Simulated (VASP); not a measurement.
# BN (P-4m2) in VASP: single point with PBE

Aim: the single point of BN with PBE.

Everything below comes from runs of VASP 6.6.1. Logs are shortened: lines on timing, memory, paths and dates and some standing lists are left out, and cuts for length are marked.

### Step 1. The cell of the first run

It takes space group P-4m2 (No. 115, tetragonal). Conventional cell: a = 2.564 Å, b = 2.564 Å, c = 3.626 Å, α = 90.00°, β = 90.00°, γ = 90.00°. Within 2.0 Å of B (site symmetry 2mm) lie 4 N at 1.50 to 1.64 Å. Within 2.2 Å of N (site symmetry -4m2) lie 4 B at 1.64 Å. Within 2.0 Å of N (site symmetry -4m2) lie 4 B at 1.50 Å.

### Step 2. Single point, PBE (mode 12 (1137.6 1/cm) frozen in, largest displacement -0.120 Å)

The input, INCAR:

```
SYSTEM = BN
PREC     = Accurate       ! precision mode
ENCUT    = 520            ! plane-wave cutoff, eV
EDIFF    = 1E-6           ! SCF threshold, eV
ISMEAR   = 0              ! smearing method
SIGMA    = 0.05           ! smearing width, eV
LREAL    = .FALSE.        ! projectors in reciprocal space
LASPH    = .TRUE.         ! aspherical terms in the spheres
NELM     = 100            ! most SCF steps
ALGO     = Normal         ! electronic algorithm
ISIF     = 2              ! what is computed and relaxed
LWAVE    = .FALSE.        ! write WAVECAR
LCHARG   = .TRUE.         ! write CHGCAR
GGA      = PE             ! functional
LELF     = .TRUE.         ! ELF
LVHAR    = .TRUE.       
NBANDS   = 16             ! bands
```

The input, KPOINTS:

```
regular mesh
0
G
  10 10 6
  0 0 0
```

The input, POSCAR:

```
BN
1.0
    0.0000000000     -1.8130010000     -1.8130010000
    0.0000000000      1.8130010000     -1.8130010000
    3.6260020000      0.0000000000      0.0000000000
B N
2 2
Direct
    0.5000000000      0.5000000000      0.5330943006
    0.0000000000      0.0000000000     -0.0330943006
    0.0000000000      0.5000000000      0.2500000000
    0.5000000000      0.0000000000      0.7500000000
```

Potentials or basis: VASP PAW PBE potentials, release 64 (B, N).

Run with:

```
cat potpaw_PBE.64/B/POTCAR potpaw_PBE.64/N/POTCAR > POTCAR
mpirun -np 1 vasp_std > vasp.out
```

OUTCAR:

```text
SYSTEM = BN
   PREC = Accurate
   ENCUT = 520
   EDIFF = 1E-6
   ISMEAR = 0
   LREAL = .FALSE.
   LASPH = .TRUE.
   NELM = 100
   ISIF = 2
   GGA = PE

 ion  position               nearest neighbor table
   1  0.500  0.500  0.533-   4 1.50   4 1.50   3 1.64   3 1.64
   2  0.000  0.000  0.967-   4 1.50   4 1.50   3 1.64   3 1.64
   3  0.000  0.500  0.250-   1 1.64   2 1.64   2 1.64   1 1.64
   4  0.500  0.000  0.750-   1 1.50   2 1.50   1 1.50   2 1.50

  LATTYP: Found a simple tetragonal cell.
 ALAT       =     2.5639706028
 C/A-ratio  =     1.4142135624

  Lattice vectors:

 A1 = (   0.0000000000,  -1.8130010000,  -1.8130010000)
 A2 = (   0.0000000000,   1.8130010000,  -1.8130010000)
 A3 = (   3.6260020000,   0.0000000000,   0.0000000000)

Analysis of symmetry for initial positions (statically):
=====================================================================
 Subroutine PRICEL returns:
 Original cell was already a primitive cell.

 Routine SETGRP: Setting up the symmetry group for a
 simple tetragonal supercell.

 Subroutine GETGRP returns: Found  8 space group operations
 (whereof  4 operations were pure point group operations)
 out of a pool of 16 trial point group operations.

The static configuration has the point symmetry C_2v.
 The point group associated with its full space group is D_2d.

Analysis of symmetry for dynamics (positions and initial velocities):
=====================================================================
 Subroutine PRICEL returns:
 Original cell was already a primitive cell.

 Routine SETGRP: Setting up the symmetry group for a
 simple tetragonal supercell.

 Subroutine GETGRP returns: Found  8 space group operations
 (whereof  4 operations were pure point group operations)
 out of a pool of 16 trial point group operations.

The dynamic configuration has the point symmetry C_2v.
 The point group associated with its full space group is D_2d.

 Subroutine INISYM returns: Found  8 space group operations
 (whereof  4 operations are pure point group operations),
 and found     1 'primitive' translations

----------------------------------------------------------------------------------------

                                     Primitive cell

  volume of cell :      23.8371

  direct lattice vectors                    reciprocal lattice vectors
     0.000000000 -1.813001000 -1.813001000     0.000000000 -0.275785838 -0.275785838
[... 87 lines left out ...]
   LASPH  =      T    aspherical Exc in radial PAW
   ENCUT  =  520.0 eV  38.22 Ry    6.18 a.u.   4.77  4.77  6.74*2*pi/ulx,y,z
   NELM   =    100;   NELMIN=  2; NELMDL= -5     # of ELM steps
   EDIFF  = 0.1E-05   stopping-criterion for ELM
   LREAL  =      F    real-space projection
   EDIFFG = 0.1E-04   stopping-criterion for IOM
   NSW    =      0    number of steps for IOM
   IBRION =     -1    ionic relax: 0-MD 1-quasi-New 2-CG
   NFREE  =      0    steps in history (QN), initial steepest desc. (CG)
   ISIF   =      2    stress and relaxation
   ISYM   =      2    0-nonsym 1-usesym 2-fastsym
   POTIM  = 0.5000    time-step for ionic-motion
   TEBEG  =    0.0;   TEEND  =   0.0 temperature during run
   PSTRESS=    0.0 pullay stress
   NELECT =      16.0000    total number of electrons
   NUPDOWN=      -1.0000    fix difference up-down
   EMIN   =  10.00;   EMAX   =-10.00  energy-range for DOS
   EFERMI =   0.00;   METHOD = LEGACY
   ISMEAR =     0;   SIGMA  =   0.05  broadening in eV -4-tet -1-fermi 0-gaus
   EFERMI_NEDOS =   21; number of points for ismear=-14 and -15
   IALGO  =     38    algorithm
   IMIX   =      4    mixing-type and parameters
     AMIX     =   0.40;   BMIX     =  1.00
     AMIX_MAG =   1.60;   BMIX_MAG =  1.00
  volume/ion in A,a.u.               =       5.96        40.22
  Fermi-wavevector in a.u.,A,eV,Ry     =   1.433387  2.708709 27.954506  2.054598
  Thomas-Fermi vector in A             =   2.552911
   LORBIT       =      0    0 simple, 1 ext, 2 COOP (PROOUT), +10 PAW based schemes
   GGA     = PE    functional components
   LHFCALC =     F    Hartree Fock is set to
   AEXX    =    0.0000 exact exchange contribution
   IVDW    =     0    specifies the selected vdW correction
   LEPSILON=     F    determine dielectric tensor
   LRPA    =     F    only Hartree local field effects (RPA)
 non-spin polarized calculation
 Gauss-broadening in eV      SIGMA  =   0.05
  energy-cutoff  :      520.00
  volume of cell :       23.84
 maximum number of plane-waves:       664
 NGX is ok and might be reduce to    20
   NGX =  9   NGY =  9   NGZ = 13

 number of electron      16.0000000 magnetization

 Free energy of the ion-electron system (eV)
  ---------------------------------------------------
  ext. energy  EPLUGINS =         0.00000000
  ---------------------------------------------------
  free energy    TOTEN  =       -34.16847738 eV

  energy without entropy =      -34.16847738  energy(sigma->0) =      -34.16847738

 E-fermi :   7.8956     XC(G=0): -12.7769

 val. band max:        7.6900036235   @ k =   0.0000   0.0000   0.0000
 cond. band min:       9.7086478481   @ k =   0.5000   0.5000   0.0000
 fundamental gap:      2.0186442245
 Fermi energy:         7.8955981445

 k-point     1 :       0.0000    0.0000    0.0000
  band No.  band energies     occupation
      1     -13.1400      2.00000
      2      -7.0793      2.00000
      3      -1.5877      2.00000
      4       1.7979      2.00000
      5       1.7979      2.00000
      6       7.3731      2.00000
[... 433 lines left out ...]
      3      -1.1681      2.00000
      4       0.7463      2.00000
      5       2.4028      2.00000
      6       4.1006      2.00000
[... 8 lines left out ...]
     15      23.0696      0.00000
     16      23.1270      0.00000

 [... further k-points ...]
[... 5 lines left out ...]
  --------------------------------------------------------------------------------------
  -------------------------------------------------------------------------------------
  Total       -0.4888487      1.3168265      1.3168265      0.0000000     -0.0000000      0.0000000
  in kB      -32.8572250     88.5085051     88.5085051      0.0000000     -0.0000000      0.0000000
  external PRESSURE =      48.0532617 kB  Pullay stress =       0.0000000 kB

 VOLUME and BASIS-vectors are now :
 -----------------------------------------------------------------------------
  energy-cutoff  :      520.00
  volume of cell :       23.84
      direct lattice vectors                 reciprocal lattice vectors
     0.000000000 -1.813001000 -1.813001000     0.000000000 -0.275785838 -0.275785838
     0.000000000  1.813001000 -1.813001000     0.000000000  0.275785838 -0.275785838
     3.626002000  0.000000000  0.000000000     0.275785838  0.000000000  0.000000000

 POSITION                                       TOTAL-FORCE (eV/Angst)
 -----------------------------------------------------------------------------------
      1.93300      0.00000     -1.81300        -6.037819      0.000000      0.000000
      3.50600      0.00000      0.00000         6.037819      0.000000      0.000000
      0.90650      0.90650     -0.90650         0.000000      0.000000      0.000000
      2.71950     -0.90650     -0.90650         0.000000     -0.000000     -0.000000
 -----------------------------------------------------------------------------------
    total drift:                                0.000000      0.000000     -0.000000

  FREE ENERGIE OF THE ION-ELECTRON SYSTEM (eV)
  ---------------------------------------------------
  free  energy   TOTEN  =       -34.1684773810 eV

  energy  without entropy=      -34.1684773810  energy(sigma->0) =      -34.16847738
```

Wall time 12 s (1 thread of Intel Xeon 6975P-C (Granite Rapids), shared host); peak memory 0.14 GiB.

What came out:

| Item | Value |
| --- | --- |
| Free energy | -34.1685 eV |
| Pressure | 4.8 GPa |
| Largest force | 6.038 eV/Å |
| Band gap on the k mesh | 2.02 eV, indirect (least direct gap 3.84 eV) |

Forces in eV/Å, atoms in the order of the input:
```
B   -6.038  0.000  0.000
B    6.038  0.000  0.000
N    0.000  0.000  0.000
N    0.000  0.000  0.000
```

Caveat: the cell differs from its parent crystal (mode 12 (1137.6 1/cm) frozen in, largest displacement -0.120 Å); forces of over 1 eV/Å act on the atoms, so gaps and moduli don't describe the material at rest.
